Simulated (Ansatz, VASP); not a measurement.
# One calculation of InAs, two programs

```
In As
1.0
     0.00000    3.05548    3.05548
     3.05548    0.00000    3.05548
     3.05548    3.05548    0.00000
In As
1 1
Cartesian
  0.0000 0.0000 0.0000
  1.5277 1.5277 1.5277
```

Alike in both runs: functional PBE; dispersion D3(BJ); k mesh 12 × 12 × 12; occupations gaussian, width 0.1 eV; no spin polarisation.

Ansatz relaxed the structure, and its values are those at the end. VASP's run is a single point on that final structure, the one shown.

```csv
,VASP,Ansatz
version,VASP 6.6.1,Ansatz 0.2.0
potentials or method,"VASP PAW PBE potentials, release 64 (In_d, As), cutoff 520 eV","scalar-relativistic, plane waves, PAW"
valence electrons in the cell,18,28
```

Ansatz gave:

```
gap on the k mesh at the Fermi level (eV) : none
pressure (GPa)                            : 0.0
```

Problem. What did VASP give for the same quantities?

Solution. gap on the k mesh at the Fermi level (eV): none; pressure (GPa): 0.1.

A gap of «none» marks a metal or a gap that the smearing closes. VASP's potentials hold 18 valence electrons a cell and Ansatz's 28, so a difference there can come from the potentials and not from the codes.
